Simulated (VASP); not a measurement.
# Sb2Se3 (R-3m) in VASP: single point with PBE

Aim: the single point of Sb2Se3 with PBE.

Everything below comes from runs of VASP 6.6.1. Logs are shortened: lines on timing, memory, paths and dates and some standing lists are left out, and cuts for length are marked.

## (1) The cell of the first run

It takes space group R-3m (No. 166, trigonal). Conventional cell: a = 5.256 Å, b = 5.256 Å, c = 19.929 Å, α = 90.00°, β = 90.00°, γ = 120.00°. Sb (site symmetry 3m) has 7 Se at 2.62 to 3.19 Å within 3.5 Å. Se (site symmetry 3m) has 4 Sb at 2.62 to 3.10 Å and 4 Se at 3.37 to 3.45 Å within 3.5 Å. Within 4.2 Å of Se (site symmetry -3m) lie 6 Sb at 3.19 Å and 6 Se at 3.45 Å.

## (2) Single point, PBE

INCAR reads:

```
SYSTEM = Sb2Se3
  PREC = Accurate
  ENCUT = 500
  EDIFF = 1E-6
  ISMEAR = 0
  SIGMA = 0.15
  LREAL = .FALSE.
  LASPH = .TRUE.
  NELM = 120
  ALGO = Normal
  ISIF = 2
  LWAVE = .FALSE.
  LCHARG = .FALSE.
  GGA = PE
  NBANDS = 22
  GGA_COMPAT = .FALSE.
```

KPOINTS reads:

```
regular mesh
0
G
  3 3 3
  0 0 0
```

POSCAR reads:

```
Sb2Se3
1.0
    2.6279317508      1.5172371018      6.6428506411
   -2.6279317508      1.5172371018      6.6428506411
    0.0000000000     -3.0344742093      6.6428506398
Sb Se
2 3
Direct
    0.2838813894      0.2838813894      0.2838813894
    0.7161186106      0.7161186106      0.7161186106
    0.5845818170      0.5845818170      0.5845818170
    0.4154181830      0.4154181830      0.4154181830
    0.0000000000      0.0000000000      0.0000000000
```

Potentials or basis: VASP PAW PBE potentials, release 64 (Sb, Se).

Started as:

```console
> cat potpaw_PBE.64/Sb/POTCAR potpaw_PBE.64/Se/POTCAR > POTCAR
> mpirun -np 1 vasp_std > vasp.out
```

OUTCAR:

```text
SYSTEM = Sb2Se3
   PREC = Accurate
   ENCUT = 500
   EDIFF = 1E-6
   ISMEAR = 0
   LREAL = .FALSE.
   LASPH = .TRUE.
   NELM = 120
   ISIF = 2
   GGA = PE

 ion  position               nearest neighbor table
   1  0.284  0.284  0.284-   4 2.62   3 3.10   3 3.10   3 3.10   5 3.19   5 3.19   5 3.19   2 3.62
                             2 3.62   2 3.62
   2  0.716  0.716  0.716-   3 2.62   4 3.10   4 3.10   4 3.10   5 3.19   5 3.19   5 3.19   1 3.62
                             1 3.62   1 3.62
   3  0.585  0.585  0.585-   2 2.62   1 3.10   1 3.10   1 3.10
   4  0.415  0.415  0.415-   1 2.62   2 3.10   2 3.10   2 3.10
   5  0.000  0.000  0.000-   2 3.19   1 3.19   2 3.19   2 3.19   1 3.19   1 3.19

  LATTYP: Found a trigonal (rhomboedric) cell.
 ALAT       =     7.3031156604
 COS(alpha) =     0.7410345642

  Lattice vectors:

 A1 = (   2.6279317508,   1.5172371018,   6.6428506411)
 A2 = (  -2.6279317508,   1.5172371018,   6.6428506411)
 A3 = (   0.0000000000,  -3.0344742093,   6.6428506398)

Analysis of symmetry for initial positions (statically):
=====================================================================
 Subroutine PRICEL returns:
 Original cell was already a primitive cell.

 Routine SETGRP: Setting up the symmetry group for a
 trigonal (rhombohedral) supercell.

 Subroutine GETGRP returns: Found 12 space group operations
 (whereof 12 operations were pure point group operations)
 out of a pool of 12 trial point group operations.

The static configuration has the point symmetry D_3d.

Analysis of symmetry for dynamics (positions and initial velocities):
=====================================================================
 Subroutine PRICEL returns:
 Original cell was already a primitive cell.

 Routine SETGRP: Setting up the symmetry group for a
 trigonal (rhombohedral) supercell.

 Subroutine GETGRP returns: Found 12 space group operations
 (whereof 12 operations were pure point group operations)
 out of a pool of 12 trial point group operations.

The dynamic configuration has the point symmetry D_3d.

 Subroutine INISYM returns: Found 12 space group operations
 (whereof 12 operations are pure point group operations),
 and found     1 'primitive' translations

----------------------------------------------------------------------------------------

                                     Primitive cell
[... 77 lines left out ...]
   NELM   =    120;   NELMIN=  2; NELMDL= -5     # of ELM steps
   EDIFF  = 0.1E-05   stopping-criterion for ELM
   LREAL  =      F    real-space projection
   EDIFFG = 0.1E-04   stopping-criterion for IOM
   NSW    =      0    number of steps for IOM
   IBRION =     -1    ionic relax: 0-MD 1-quasi-New 2-CG
   NFREE  =      0    steps in history (QN), initial steepest desc. (CG)
   ISIF   =      2    stress and relaxation
   ISYM   =      2    0-nonsym 1-usesym 2-fastsym
   POTIM  = 0.5000    time-step for ionic-motion
   TEBEG  =    0.0;   TEEND  =   0.0 temperature during run
   PSTRESS=    0.0 pullay stress
   NELECT =      28.0000    total number of electrons
   NUPDOWN=      -1.0000    fix difference up-down
   EMIN   =  10.00;   EMAX   =-10.00  energy-range for DOS
   EFERMI =   0.00;   METHOD = LEGACY
   ISMEAR =     0;   SIGMA  =   0.15  broadening in eV -4-tet -1-fermi 0-gaus
   EFERMI_NEDOS =   21; number of points for ismear=-14 and -15
   IALGO  =     38    algorithm
   IMIX   =      4    mixing-type and parameters
     AMIX     =   0.40;   BMIX     =  1.00
     AMIX_MAG =   1.60;   BMIX_MAG =  1.00
  volume/ion in A,a.u.               =      31.78       214.49
  Fermi-wavevector in a.u.,A,eV,Ry     =   0.917775  1.734344 11.460346  0.842312
  Thomas-Fermi vector in A             =   2.042782
   LORBIT       =      0    0 simple, 1 ext, 2 COOP (PROOUT), +10 PAW based schemes
   GGA     = PE    functional components
   LHFCALC =     F    Hartree Fock is set to
   AEXX    =    0.0000 exact exchange contribution
   IVDW    =     0    specifies the selected vdW correction
   LEPSILON=     F    determine dielectric tensor
   LRPA    =     F    only Hartree local field effects (RPA)
 non-spin polarized calculation
 Gauss-broadening in eV      SIGMA  =   0.15
  energy-cutoff  :      500.00
  volume of cell :      158.92
 maximum number of plane-waves:      4051
 NGX is ok and might be reduce to    54
   NGX = 27   NGY = 27   NGZ = 27

 number of electron      27.9999999 magnetization

 Free energy of the ion-electron system (eV)
  ---------------------------------------------------
  ext. energy  EPLUGINS =         0.00000000
  ---------------------------------------------------
  free energy    TOTEN  =       -18.10403978 eV

  energy without entropy =      -18.10380657  energy(sigma->0) =      -18.10392318

 E-fermi :   3.8824     XC(G=0):  -8.4372

 val. band max:        3.5445119317   @ k =  -0.3333   0.3333   0.0000
 cond. band min:       4.2075148347   @ k =   0.3333   0.3333   0.3333
 fundamental gap:      0.6630029030
 Fermi energy:         3.8824005028

 k-point     1 :       0.0000    0.0000    0.0000
  band No.  band energies     occupation
      1     -10.6628      2.00000
      2      -8.9186      2.00000
      3      -7.9147      2.00000
      4      -5.0498      2.00000
      5      -4.4916      2.00000
      6      -0.4708      2.00000
[... 139 lines left out ...]
     21       8.9975      0.00000
     22       9.6038      0.00000

------------------------ aborting loop because EDIFF is reached ----------------------------------------

  FORCE on cell =-STRESS in cart. coord.  units (eV):
  Direction    XX          YY          ZZ          XY          YZ          ZX
  --------------------------------------------------------------------------------------
  -------------------------------------------------------------------------------------
  Total       -0.1389096     -0.1389096      0.5994425      0.0000000     -0.0000000      0.0000000
  in kB       -1.4004565     -1.4004565      6.0434492      0.0000000     -0.0000000      0.0000000
  external PRESSURE =       1.0808454 kB  Pullay stress =       0.0000000 kB

 VOLUME and BASIS-vectors are now :
 -----------------------------------------------------------------------------
  energy-cutoff  :      500.00
  volume of cell :      158.92
      direct lattice vectors                 reciprocal lattice vectors
     2.627931751  1.517237102  6.642850641     0.190263693  0.109848794  0.050179261
    -2.627931751  1.517237102  6.642850641    -0.190263693  0.109848794  0.050179261
     0.000000000 -3.034474209  6.642850640     0.000000000 -0.219697589  0.050179261

 POSITION                                       TOTAL-FORCE (eV/Angst)
 -----------------------------------------------------------------------------------
      0.00000     -0.00000      5.65735         0.000000      0.000000     -0.042364
      0.00000     -0.00000     14.27121         0.000000     -0.000000      0.042364
      0.00000     -0.00000     11.64987         0.000000      0.000000     -0.081554
      0.00000     -0.00000      8.27868         0.000000     -0.000000      0.081554
      0.00000      0.00000      0.00000         0.000000     -0.000000     -0.000000
 -----------------------------------------------------------------------------------
    total drift:                                0.000000      0.000000      0.000000

  FREE ENERGIE OF THE ION-ELECTRON SYSTEM (eV)
  ---------------------------------------------------
  free  energy   TOTEN  =       -18.1040397838 eV

  energy  without entropy=      -18.1038065716  energy(sigma->0) =      -18.10392318
```

stdout:

```text
POSCAR found type information on POSCAR SbSe
 POSCAR found :  2 types and       5 ions
 scaLAPACK will be used
 LDA part: xc-table for (Slater+PW92), standard interpolation
 POSCAR, INCAR and KPOINTS ok, starting setup
 FFT: planning ... GRIDC
 FFT: planning ... GRID_SOFT
 FFT: planning ... GRID
 WAVECAR not read
 entering main loop
```

Run time: 1.7 min. Hardware: 1 thread of AMD EPYC 7R13, shared host; peak memory 0.33 GiB.

Results:

```yaml
Free_energy: -18.1040 eV
Pressure: 0.1 GPa
Largest_force: 0.082 eV/Å
Band_gap_on_the_k_mesh: 0.66 eV, indirect (least direct gap 1.06 eV)
```

Forces in eV/Å, atoms in the order of the input:
```
Sb   0.000  0.000 -0.042
Sb   0.000  0.000  0.042
Se   0.000  0.000 -0.082
Se   0.000  0.000  0.082
Se   0.000  0.000  0.000
```

Levels at points of the mesh, in eV from the valence-band top:
| k point | band 12 | band 13 | band 14 | band 15 | band 16 | band 17 |
| --- | --- | --- | --- | --- | --- | --- |
| (0.00, 0.00, 0.00) | -2.25 | -2.04 | -0.64 | 0.81 | 0.81 | 2.02 |

Caveat: the k points lie up to 0.47 Å⁻¹ apart; spin-orbit coupling is left out, which moves the levels of the heavy elements. A k mesh can miss the band edges.
